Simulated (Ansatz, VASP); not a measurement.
## Two plane-wave programs on AlAs

```
CELL_PARAMETERS angstrom
0.00000 2.83893 2.83893
2.83893 0.00000 2.83893
2.83893 2.83893 0.00000
ATOMIC_POSITIONS crystal
Al 0.00000 0.00000 0.00000
As 0.25000 0.25000 0.25000
```

Alike in both runs: task single point; functional PBEsol; k mesh 6 × 6 × 6; no spin polarisation.

```csv
,VASP,Ansatz
version,VASP 6.6.1,Ansatz 0.2.0
potentials or method,"VASP PAW PBE potentials, release 64 (Al, As)",plane waves
plane-wave cutoff (eV),500,420
occupations,"methfessel-paxton of order 1, width 0.001 eV","cold, width 0.001 eV"
valence electrons in the cell,8,18
```

Ansatz gave:

* gap on the k mesh at the Fermi level (eV): 1.34
* pressure (GPa): -0.1

Q: Estimate VASP's values.

A: gap on the k mesh at the Fermi level (eV): 1.33; pressure (GPa): 0.2.

VASP's potentials were made for PBE, not for PBEsol. VASP's potentials hold 8 valence electrons a cell and Ansatz's 18, so a difference there can come from the potentials and not from the codes.
